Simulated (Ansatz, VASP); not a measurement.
## One calculation of Te, two programs

```
Te
1.0
     2.30957    1.33343    1.71901
    -2.30957    1.33343    1.71901
     0.00000   -2.66686    1.71901
Te
1
Direct
  0.50000 0.50000 0.50000
```

Alike in both runs: task single point; functional PBEsol; k mesh 15 × 15 × 15; occupations gaussian, width 0.1 eV; no spin polarisation.

|  | VASP | Ansatz |
| --- | --- | --- |
| version | VASP 6.6.1 | Ansatz 0.2.0 |
| potentials or method | VASP PAW PBE potentials, release 64 (Te), cutoff 520 eV | scalar-relativistic, plane waves, PAW |
| valence electrons in the cell | 6 | 16 |

```tsv
	VASP	Ansatz	Ansatz less VASP
gap on the k mesh at the Fermi level (eV)	none	none	-
pressure (GPa)	-1.3	-1.3	-0.03
traceless stress, the component that is largest in VASP (GPa)	0.29	0.31	+0.013
```

VASP's potentials were made for PBE, not for PBEsol. A gap of «none» marks a metal or a gap that the smearing closes. With one functional, cell and mesh, what is left measures potentials, basis and numerics. VASP's potentials hold 6 valence electrons a cell and Ansatz's 16, so a difference there can come from the potentials and not from the codes.

Spin-orbit coupling is off throughout.
